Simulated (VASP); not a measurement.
Input of a VASP 6.6.1 run:

The input INCAR:

```
ALGO = Normal
EDIFF = 1E-6
ENCUT = 650
GGA = PE
GGA_COMPAT = F
ISIF = 2
ISMEAR = -1
ISYM = -1
LASPH = T
LCHARG = F
LREAL = Auto
LWAVE = F
NBANDS = 154
NELECT = 266.0
NELM = 120
PREC = Accurate
SIGMA = 0.01
```

Contents of KPOINTS:

```
explicit points
1
Reciprocal
  0.25000000   0.25000000   0.25000000 1
```

POSCAR

```
LiGa12O18
1.0
    0.0000000000      9.2496621800      0.0000000000
   -1.3977182400      0.0000000000      5.7085775500
    6.2279771500     -1.5416103600      0.0067278600
Ga O Li
12 18 1
Direct
    0.1171128742      0.6793059343      0.6812331665
    0.2233816323      0.3037409332      0.3224344723
    0.3049477053      0.2006720598      0.8213601468
    0.0316538876      0.7890791373      0.1600043120
    0.4445580073      0.6845032881      0.6747445932
    0.5522890596      0.3059839431      0.3148302491
    0.6332511718      0.2003434043      0.8117917318
    0.3643075531      0.7865209241      0.1810730980
    0.7777097876      0.6786467332      0.6821604269
    0.8822650117      0.3458289623      0.3037329885
    0.9765663911      0.2191494814      0.8461982121
    0.6871094698      0.7880185525      0.1579830931
    0.1718258524      0.7353981255      0.0015136468
    0.1714688116      0.2566726800      1.0020590318
    0.2726650960      0.4284632582      0.6486908898
    0.0538799598      0.5705000032      0.3434410911
    0.0466844529      0.1046149153      0.3175581779
    0.2763430626      0.8886438821      0.6657247978
    0.4945551600      0.7347323357     -0.0028449814
    0.5002455413      0.2514649461      0.9918342177
    0.6096510974      0.4306452222      0.6462422055
    0.3915443627      0.5560337379      0.3459618685
    0.3903659636      0.0999724969      0.3296920281
    0.6121866444      0.8857586501      0.6707638308
    0.8335718151      0.7355005510      0.0026770432
    0.8270527188      0.2597293469      0.9891871896
    0.9429292485      0.4274358534      0.6498589139
    0.7256063272      0.5713396754      0.3445533585
    0.7260085154      0.1027931257      0.3209217532
    0.9495258909      0.8951082586      0.6939356490
    0.9098367896      1.0099433659      0.4573481117
```

Potentials or basis: VASP PAW PBE potentials, release 64 (Ga_d, O, Li_sv).

Launch:

```sh
$ cat potpaw_PBE.64/Ga_d/POTCAR potpaw_PBE.64/O/POTCAR potpaw_PBE.64/Li_sv/POTCAR > POTCAR
$ mpirun -np 1 vasp_std > vasp.out
```

Q: Estimate the largest force.

A: 0.030 eV/Å.

Forces on the atoms (eV/Å):
```
Ga   0.007 -0.001  0.006
Ga  -0.006 -0.003  0.003
Ga  -0.005  0.004 -0.003
Ga  -0.011  0.009 -0.007
Ga   0.011  0.003  0.000
Ga  -0.013  0.003 -0.001
Ga  -0.004  0.000 -0.007
Ga   0.007  0.000  0.005
Ga   0.003  0.001  0.006
Ga   0.000  0.000 -0.012
Ga   0.014 -0.005  0.003
Ga  -0.010 -0.010 -0.005
O    0.001 -0.005 -0.004
O    0.003 -0.004  0.005
O    0.015  0.000 -0.002
O   -0.006  0.015 -0.002
O    0.008  0.010  0.010
O   -0.024  0.000  0.013
O   -0.008 -0.001 -0.006
O    0.009  0.003  0.009
O    0.013 -0.005 -0.001
O   -0.014 -0.001 -0.002
O    0.018 -0.002 -0.015
O   -0.018  0.001  0.012
O    0.002  0.004  0.000
O   -0.005  0.001  0.002
O   -0.002  0.002 -0.007
O   -0.002 -0.010  0.005
O    0.012 -0.007  0.006
O    0.027  0.000 -0.014
Li  -0.024 -0.002  0.004
```

Caveat: the cell carries a net charge on a neutralising background, which shifts energy and pressure.
